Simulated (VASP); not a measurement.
**Si2Mo: single point with r2SCAN**

Crystal: Si2Mo.

```xyz
9
Lattice="4.5855 0.0000 0.0000 -2.2927 3.9711 0.0000 0.0000 0.0000 6.5798" Properties=species:S:1:pos:R:3 pbc="T T T"
Mo    1.1464    1.9856    5.4831
Mo   -1.1464    1.9856    1.0966
Mo    2.2927    0.0000    3.2899
Si    0.0000    1.3015    3.2899
Si    1.1656    3.3204    1.0966
Si    3.4583    0.6508    5.4831
Si    2.2927    2.6696    3.2899
Si    1.1272    0.6508    1.0966
Si   -1.1656    3.3204    5.4831
```

- Program: VASP 6.6.1
- Task: single point
- Functional: r2SCAN
- Potentials or basis: VASP PAW PBE potentials, release 64 (Mo_sv, Si)
- Cutoff: 520 eV
- k mesh: 7 × 7 × 4
- Occupations: fermi-dirac, width 0.05 eV
- Spin: no spin polarisation

```
Pressure               : 0.2 GPa
Largest force          : 0.009 eV/Å
Band gap on the k mesh : 0.37 eV, indirect (least direct gap 0.78 eV)
```

Forces on the atoms (eV/Å):
```
Mo   0.000  0.000  0.000
Mo   0.000  0.000  0.000
Mo   0.000  0.000  0.000
Si   0.000 -0.009  0.000
Si   0.008  0.004  0.000
Si   0.008 -0.004  0.000
Si   0.000  0.009  0.000
Si  -0.008 -0.004  0.000
Si  -0.008  0.004  0.000
```

Stress tensor (GPa, compression positive):
```
0.20 0.00 0.00
0.00 0.20 0.00
0.00 0.00 0.06
```

Levels at points of the mesh, in eV from the valence-band top:
```
           k point  band 29  band 30  band 31  band 32  band 33  band 34  band 35  band 36  band 37  band 38
(0.00, 0.00, 0.00)    -3.07    -3.07    -2.81    -2.14    -0.75     2.33     2.66     2.66     2.83     2.90
(0.00, 0.00, 0.50)    -2.37    -2.37    -2.17    -0.65    -0.65     2.14     2.62     2.68     2.68     2.87
```

It took 3.6 min on 1 thread of Intel(R) Xeon(R) 6975P-C (Granite Rapids), with other jobs on the host, peak memory 0.31 GiB.

Caveat: the PAW data sets were made with another functional, which shifts forces and pressure a little. A k mesh can miss the band edges.
